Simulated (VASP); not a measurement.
Wanted: the native input for a VASP 6.6.1 run.

```yaml
Task: single point
Functional: LDA
Potentials_or_basis: VASP PAW LDA potentials, release 64 (Ca_sv, Mg)
Cutoff: 520 eV
k_mesh: 6 × 6 × 6
Occupations: methfessel-paxton, width 0.05 eV
Spin: no spin polarisation
Dipole_correction: no
Further_INCAR_settings: ALGO = Normal; EDIFF = 1e-06; NBANDS = 16
```

The structure of CaMg3 lies in POSCAR:

```
CaMg3
1.0
   -2.6435063965      2.6435063965      3.7249423365
    2.6435063965     -2.6435063965      3.7249423365
    2.6435063965      2.6435063965     -3.7249423365
Ca Mg
1 3
Direct
    0.0000000000      0.0000000000      0.0000000000
    0.5000000000      0.5000000000      0.0000000000
    0.2500000000      0.7500000000      0.5000000000
    0.7500000000      0.2500000000      0.5000000000
```

These files were run (other wordings do the same):

INCAR

```
PREC = Accurate
ENCUT = 520
EDIFF = 1E-6
ISMEAR = 1
SIGMA = 0.05
LREAL = F
LASPH = T
NELM = 100
ALGO = Normal
ISIF = 2
LWAVE = F
LCHARG = F
GGA = CA
NBANDS = 16
```

KPOINTS

```
regular mesh
0
Gamma
  6 6 6
```

Potentials or basis: VASP PAW LDA potentials, release 64 (Ca_sv, Mg).

Command:

```sh
$ cat potpaw_LDA.64/Ca_sv/POTCAR potpaw_LDA.64/Mg/POTCAR > POTCAR
$ mpirun -np 1 vasp_std > vasp.out
```

It gave:

```json
{"Pressure": "-2.4 GPa", "Band gap on the k mesh": "zero (band 8 reaches 2.78 eV, above the bottom of band 9 at 1.57 eV)"}
```

Run time: 50 s on 1 thread of Intel(R) Xeon(R) Platinum 8488C (Sapphire Rapids) (shared host), peak memory 0.22 GiB.
